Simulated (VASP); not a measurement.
Here is a VASP 6.6.1 calculation.

The input POSCAR:

```
Pd
1.0
    0.0000000000      1.9721147795      1.9721147795
    1.9721147795      0.0000000000      1.9721147795
    1.9721147795      1.9721147795      0.0000000000
Pd
1
Direct
    0.0000000000      0.0000000000      0.0000000000
```

Contents of INCAR.step1:

```
ALGO     = Normal         # electronic algorithm
EDIFF    = 1E-5           # SCF threshold, eV
ENCUT    = 470            # plane-wave cutoff, eV
GGA      = PE             # functional
GGA_COMPAT= F            
ISIF     = 2              # what is computed and relaxed
ISMEAR   = -1             # smearing method
LASPH    = T              # aspherical terms in the spheres
LCHARG   = F              # write CHGCAR
LREAL    = F              # projectors in reciprocal space
LWAVE    = T              # write WAVECAR
NBANDS   = 15             # bands
NELM     = 120            # most SCF steps
PREC     = Accurate       # precision mode
SIGMA    = 0.05           # smearing width, eV
```

The input INCAR.step2:

```
AEXX     = 0.5            # exact-exchange fraction
AGGAC    = 1.0          
AGGAX    = 0.5          
ALDAC    = 0.0          
ALDAX    = 0.5          
ALGO     = Normal         # electronic algorithm
EDIFF    = 1E-6           # SCF threshold, eV
ENCUT    = 470            # plane-wave cutoff, eV
GGA      = B5             # functional
GGA_COMPAT= F            
ISIF     = 2              # what is computed and relaxed
ISMEAR   = -1             # smearing method
ISTART   = 1            
LASPH    = T              # aspherical terms in the spheres
LCHARG   = F              # write CHGCAR
LHFCALC  = T              # exact exchange
LREAL    = F              # projectors in reciprocal space
LWAVE    = F              # write WAVECAR
NBANDS   = 15             # bands
NELM     = 120            # most SCF steps
PREC     = Accurate       # precision mode
PRECFOCK = Normal       
SIGMA    = 0.05           # smearing width, eV
```

KPOINTS

```
k-points
0
Gamma
  6 6 6
```

Potentials or basis: VASP PAW PBE potentials, release 64 (Pd_sv_GW).

Run with:

```sh
$ cat potpaw_PBE.64/Pd_sv_GW/POTCAR > POTCAR
$ cp INCAR.step1 INCAR
$ mpirun -np 1 vasp_std > vasp.out
$ cp INCAR.step2 INCAR
$ mpirun -np 1 vasp_std > vasp.out
```

(1) Predict the band gap on the k mesh.

(2) What does it give for the pressure?

## Answers

(1) zero (bands 9 and 10 overlap by 4.35 eV).

(2) -4.1 GPa.

Caveat: the k points lie up to 0.46 Å⁻¹ apart, too coarse for converged energies and pressures of a metal; the PAW data sets were made with another functional, which shifts forces and pressure a little.
